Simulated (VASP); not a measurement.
# C (Fd-3m) in VASP: notebook, part 2 of 2

VASP 6.6.1. The steps go on from the part before.

### Step 4. Vibrations by perturbation theory, PBE

File INCAR:

```
  ALGO = Normal
  EDIFF = 1E-8
  ENCUT = 520
  GGA = PE
  IBRION = 8
  ISIF = 2
  ISMEAR = -1
  LASPH = T
  LCHARG = T
  LREAL = F
  LWAVE = F
  NBANDS = 11
  NELM = 60
  NSW = 1
  PREC = Accurate
  SIGMA = 0.05
```

File KPOINTS:

```
k-points
0
Gamma
  10 10 10
```

File POSCAR:

```
C
1.0
    0.0000000000      1.7833700000      1.7833700000
    1.7833700000      0.0000000000      1.7833700000
    1.7833700000      1.7833700000      0.0000000000
C
2
Direct
    0.7500000000      0.7500000000      0.7500000000
    0.5000000000      0.5000000000      0.5000000000
```

Potentials or basis: VASP PAW PBE potentials, release 64 (C).

Started as:

```bash
$ cat potpaw_PBE.64/C/POTCAR > POTCAR
$ mpirun -np 1 vasp_std > vasp.out
```

OUTCAR:

```text
EDIFF = 1E-8
   ENCUT = 520
   GGA = PE
   IBRION = 8
   ISIF = 2
   ISMEAR = -1
   LASPH = T
   LREAL = F
   NELM = 60
   NSW = 1
   PREC = Accurate

 ion  position               nearest neighbor table
   1  0.750  0.750  0.750-   2 1.54   2 1.54   2 1.54   2 1.54
   2  0.500  0.500  0.500-   1 1.54   1 1.54   1 1.54   1 1.54

  LATTYP: Found a face centered cubic cell.
 ALAT       =     3.5667400000

  Lattice vectors:

 A1 = (   0.0000000000,   1.7833700000,   1.7833700000)
 A2 = (   1.7833700000,   0.0000000000,   1.7833700000)
 A3 = (   1.7833700000,   1.7833700000,   0.0000000000)

Analysis of symmetry for initial positions (statically):
=====================================================================
 Subroutine PRICEL returns:
 Original cell was already a primitive cell.

 Routine SETGRP: Setting up the symmetry group for a
 face centered cubic supercell.

 Subroutine GETGRP returns: Found 48 space group operations
 (whereof 24 operations were pure point group operations)
 out of a pool of 48 trial point group operations.

The static configuration has the point symmetry T_d .
 The point group associated with its full space group is O_h .

Analysis of symmetry for dynamics (positions and initial velocities):
=====================================================================
 Subroutine PRICEL returns:
 Original cell was already a primitive cell.

 Routine SETGRP: Setting up the symmetry group for a
 face centered cubic supercell.

 Subroutine GETGRP returns: Found 48 space group operations
 (whereof 24 operations were pure point group operations)
 out of a pool of 48 trial point group operations.

The dynamic configuration has the point symmetry T_d .
[... 515 lines left out ...]
      2.67505      2.67505      2.67505         0.000000      0.000000      0.000000
      1.78337      1.78337      1.78337        -0.000000     -0.000000     -0.000000
 -----------------------------------------------------------------------------------
    total drift:                                0.000000     -0.000000      0.000000

  FREE ENERGIE OF THE ION-ELECTRON SYSTEM (eV)
  ---------------------------------------------------
  free  energy   TOTEN  =       -18.1851631025 eV

  energy  without entropy=      -18.1851631025  energy(sigma->0) =      -18.18516310

[... ionic steps 2 to 3 ...]

--------------------------------------- Ionic step        4  -------------------------------------------

 Free energy of the ion-electron system (eV)
  ---------------------------------------------------
  ---------------------------------------------------
  free energy    TOTEN  =        -0.11187599 eV

  energy without entropy =       -0.11187599

------------------------ aborting loop because EDIFF is reached ----------------------------------------

 INTERNAL STRAIN TENSOR  FOR ION    1  DIRECTION 1   (eV/Angst):
 -----------------------------------------------------------------------------
    -0.01444  0.00000  0.00000
     0.00000  0.00783 -3.06445
     0.00000 -3.06445  0.00783

 INTERNAL STRAIN TENSOR FOR ION    2 for displacements in x,y,z  (eV/Angst):
          X           Y           Z          XY          YZ          ZX
  --------------------------------------------------------------------------------
  x     0.00000    -0.00000    -0.00000     0.00000     3.06445     0.00000
  y    -0.00000     0.00000    -0.00000     0.00000     0.00000     3.06445
  z    -0.00000    -0.00000     0.00000     3.06445     0.00000     0.00000

 SECOND DERIVATIVES (NOT SYMMETRIZED)
 ------------------------------------
               1X          1Y          1Z          2X          2Y          2Z
  1X   -37.239086    0.000000    0.000000   37.239086    0.000000    0.000000
  1Y     0.000000  -37.239086    0.000000    0.000000   37.239086    0.000000
  1Z     0.000000    0.000000  -37.239086    0.000000    0.000000   37.239086
  2X    37.239086    0.000000    0.000000  -37.239086    0.000000    0.000000
  2Y     0.000000   37.239086    0.000000    0.000000  -37.239086    0.000000
  2Z     0.000000    0.000000   37.239086    0.000000    0.000000  -37.239086

 Eigenvectors and eigenvalues of the dynamical matrix
 ----------------------------------------------------

   1 f  =   38.929215 THz   244.599471 2PiTHz 1298.538836 cm-1   160.998224 meV
             X         Y         Z           dx          dy          dz
      2.675055  2.675055  2.675055     0.000000   -0.707107    0.000000
      1.783370  1.783370  1.783370     0.000000    0.707107    0.000000
[... 21 lines left out ...]
   6 f  =    0.000000 THz     0.000000 2PiTHz    0.000000 cm-1     0.000000 meV
             X         Y         Z           dx          dy          dz
      2.675055  2.675055  2.675055     0.000000    0.000000    0.707107
      1.783370  1.783370  1.783370     0.000000    0.000000    0.707107

--------------------------------------------------------------------------------------------------------

 ELASTIC MODULI CONTR FROM IONIC RELAXATION (kBar)
 Direction    XX          YY          ZZ          XY          YZ          ZX
 --------------------------------------------------------------------------------
 XX          -0.0000     -0.0000     -0.0000      0.0000      0.0000      0.0000
 YY          -0.0000     -0.0000     -0.0000      0.0000      0.0000      0.0000
 ZZ          -0.0000     -0.0000     -0.0000      0.0000      0.0000      0.0000
 XY           0.0000      0.0000      0.0000    -35.6175      0.0000      0.0000
 YZ           0.0000      0.0000      0.0000      0.0000    -35.6175      0.0000
 ZX           0.0000      0.0000      0.0000      0.0000      0.0000    -35.6175
 --------------------------------------------------------------------------------
```

stdout:

```text
POSCAR found type information on POSCAR C
 POSCAR found :  1 types and       2 ions
 scaLAPACK will be used
 LDA part: xc-table for (Slater+PW92), standard interpolation
 POSCAR, INCAR and KPOINTS ok, starting setup
 FFT: planning ... GRIDC
 FFT: planning ... GRID_SOFT
 FFT: planning ... GRID
 WAVECAR not read
 entering main loop
 Linear response reoptimize wavefunctions to high precision
 Linear response DOF=           1
 Linear response progress:
 first order change of Fermi-energy   0.16943E+01
 force on displaced ion       1 direction 1 : -37.239  -0.000  -0.000
 Linear response finished
```

Run time: 24 s. Hardware: 1 thread of Intel Xeon Platinum 8375C at 2.90GHz (Ice Lake), shared host; peak memory 0.15 GiB.

Results:

- Highest phonon frequency at Γ: 1299 cm⁻¹

Phonon frequencies in cm⁻¹ (negative: imaginary):
```csv
q point,frequencies
"(0.000, 0.000, 0.000)",0 0 0 1299 1299 1299
```

Caveat: the cell wasn't relaxed at this level first, which shifts response properties.

### Step 5. Dielectric tensor, LDA

File INCAR:

```
  PREC = Accurate
  ENCUT = 520
  EDIFF = 1E-8
  ISMEAR = 0
  SIGMA = 0.01
  LREAL = False
  LASPH = True
  NELM = 100
  ALGO = Normal
  ISIF = 2
  LWAVE = False
  LCHARG = False
  LEPSILON = True
```

File KPOINTS:

```
regular mesh
0
Gamma
  13 13 13
```

POSCAR is that of step 4.

Potentials or basis: VASP PAW LDA potentials, release 64 (C).

Started as:

```bash
$ cat potpaw_LDA.64/C/POTCAR > POTCAR
$ mpirun -np 1 vasp_std > vasp.out
```

OUTCAR:

```text
PREC = Accurate
   ENCUT = 520
   EDIFF = 1E-8
   ISMEAR = 0
   LREAL = False
   LASPH = True
   NELM = 100
   ISIF = 2
   LEPSILON = True

 ion  position               nearest neighbor table
   1  0.750  0.750  0.750-   2 1.54   2 1.54   2 1.54   2 1.54
   2  0.500  0.500  0.500-   1 1.54   1 1.54   1 1.54   1 1.54

  LATTYP: Found a face centered cubic cell.
 ALAT       =     3.5667400000

  Lattice vectors:

 A1 = (   0.0000000000,   1.7833700000,   1.7833700000)
 A2 = (   1.7833700000,   0.0000000000,   1.7833700000)
 A3 = (   1.7833700000,   1.7833700000,   0.0000000000)
[... 510 lines left out ...]

 PIEZOELECTRIC TENSOR FIELD DIRECTION 3  (C/m^2)
 -----------------------------------------------------------------------------
    -0.00018 -0.00000  0.00000
    -0.00000 -0.00018  0.00000
     0.00000  0.00000 -0.00026

 MACROSCOPIC STATIC DIELECTRIC TENSOR (including local field effects in DFT)
 ------------------------------------------------------
           5.804769    -0.000000     0.000000
           0.000000     5.804769     0.000000
           0.000000     0.000000     5.804769
 ------------------------------------------------------

 PIEZOELECTRIC TENSOR (including local field effects)  for field in x, y, z        (e  Angst)
          XX          YY          ZZ          XY          YZ          ZX
  --------------------------------------------------------------------------------
  x     0.00000    -0.00000    -0.00000     0.00000    -0.00000    -0.00000
  y     0.00000    -0.00000     0.00000    -0.00000     0.00000    -0.00000
  z     0.00000     0.00000    -0.00000    -0.00000    -0.00000     0.00000

 PIEZOELECTRIC TENSOR (including local field effects)  for field in x, y, z        (C/m^2)
          XX          YY          ZZ          XY          YZ          ZX
  --------------------------------------------------------------------------------
  x     0.00000    -0.00000    -0.00000     0.00000    -0.00000    -0.00000
  y     0.00000    -0.00000     0.00000    -0.00000     0.00000    -0.00000
  z     0.00000     0.00000    -0.00000    -0.00000    -0.00000     0.00000

 BORN EFFECTIVE CHARGES (including local field effects) (in |e|, cummulative output)
 ---------------------------------------------------------------------------------
 ion    1
    1     0.00000    -0.00000    -0.00000
    2     0.00000     0.00000     0.00000
    3     0.00000     0.00000     0.00000
 ion    2
    1    -0.00000     0.00000     0.00000
    2     0.00000    -0.00000     0.00000
    3     0.00000     0.00000    -0.00000
```

stdout:

```text
POSCAR found type information on POSCAR C
 POSCAR found :  1 types and       2 ions
 scaLAPACK will be used
 LDA part: xc-table for (Slater(with rela. corr.)+CA(PZ))
 , standard interpolation
 POSCAR, INCAR and KPOINTS ok, starting setup
 FFT: planning ... GRIDC
 FFT: planning ... GRID_SOFT
 FFT: planning ... GRID
 WAVECAR not read
 entering main loop
 Linear response reoptimize wavefunctions to high precision
 Linear response G [H, r] |phi>, progress :
  Direction:   1
 Linear response G [H, r] |phi>, progress :
  Direction:   2
 Linear response G [H, r] |phi>, progress :
  Direction:   3
 Linear response to external field (no local field effect), progress :
  Direction:   1
 dielectric tensor                  component  1 :     7.017     2.687     0.772
 Linear response to external field (no local field effect), progress :
  Direction:   2
 dielectric tensor                  component  2 :     2.687     6.918    -1.016
 Linear response to external field (no local field effect), progress :
  Direction:   3
 dielectric tensor                  component  3 :     0.772    -1.016     4.018
 Linear response to external field, progress :
  Direction:   1
 dielectric tensor                  component  1 :     5.805     1.503     0.522
 Linear response to external field, progress :
  Direction:   2
 dielectric tensor                  component  2 :     1.219     5.805     0.018
 Linear response to external field, progress :
  Direction:   3
 dielectric tensor                  component  3 :     0.233     1.005     5.805
 Born effective charges drift removed
```

It took 70 s on 1 thread of Intel Xeon Platinum 8375C at 2.90GHz (Ice Lake), shared host; peak memory 0.15 GiB.

Results:

| Item | Value |
| --- | --- |
| Band gap on the k mesh | 4.11 eV, indirect (least direct gap 5.54 eV) |
| Electronic dielectric tensor (diagonal) | 5.80 |
| Born charges (mean of the diagonal) | C +0.00 e |

Levels at points of the mesh, in eV from the valence-band top:
| k point | band 1 | band 2 | band 3 | band 4 | band 5 | band 6 | band 7 | band 8 |
| --- | --- | --- | --- | --- | --- | --- | --- | --- |
| (0.00, 0.00, 0.00) | -21.32 | 0.00 | 0.00 | 0.00 | 5.54 | 5.54 | 5.54 | 13.56 |

Electronic dielectric tensor:
```
5.80 0.00 0.00
0.00 5.80 0.00
0.00 0.00 5.80
```

Born effective charge tensors (e):
atom 1, C
```
0.00 0.00 0.00
0.00 0.00 0.00
0.00 0.00 0.00
```
atom 2, C
```
0.00 0.00 0.00
0.00 0.00 0.00
0.00 0.00 0.00
```

### Step 6. Elastic constants, PBE

File INCAR:

```
ALGO     = Normal         # electronic algorithm
EDIFF    = 1E-8           # SCF threshold, eV
ENCUT    = 600            # plane-wave cutoff, eV
GGA      = PE             # functional
IBRION   = 6              # ionic algorithm
ISIF     = 3              # what is computed and relaxed
ISMEAR   = -1             # smearing method
LASPH    = True           # aspherical terms in the spheres
LCHARG   = True           # write CHGCAR
LREAL    = False          # projectors in reciprocal space
LWAVE    = False          # write WAVECAR
NELM     = 60             # most SCF steps
NFREE    = 2            
NSW      = 1              # ionic steps
POTIM    = 0.015          # step
PREC     = Accurate       # precision mode
SIGMA    = 0.05           # smearing width, eV
```

File KPOINTS:

```
k-points
0
Gamma
  10 10 10
```

POSCAR is that of step 5.

Potentials or basis: VASP PAW PBE potentials, release 64 (C).

Started as:

```bash
$ cat potpaw_PBE.64/C/POTCAR > POTCAR
$ mpirun -np 1 vasp_std > vasp.out
```

Run time: 2.2 min. Hardware: 1 thread of Intel Xeon Platinum 8375C at 2.90GHz (Ice Lake), shared host; peak memory 0.16 GiB.

It converged, with:

* Elastic constants C11, C12, C44: 1057, 128, 565 GPa
* Voigt bulk modulus: 437 GPa
* Highest phonon frequency at Γ: 1299 cm⁻¹

Phonon frequencies in cm⁻¹ (negative: imaginary):
```csv
q point,frequencies
"(0.000, 0.000, 0.000)",0 0 0 1299 1299 1299
```

Elastic tensor in Voigt notation (GPa, in the Cartesian axes of the cell as first typed):
```
1057  128  128    0    0    0
 128 1057  128    0    0    0
 128  128 1057    0    0    0
   0    0    0  565    0    0
   0    0    0    0  565    0
   0    0    0    0    0  565
```

Clamped-ion elastic tensor (GPa):
```
1057  128  128    0    0    0
 128 1057  128    0    0    0
 128  128 1057    0    0    0
   0    0    0  568    0    0
   0    0    0    0  568    0
   0    0    0    0    0  568
```

Caveat: the cell is under stress, which shifts elastic constants.
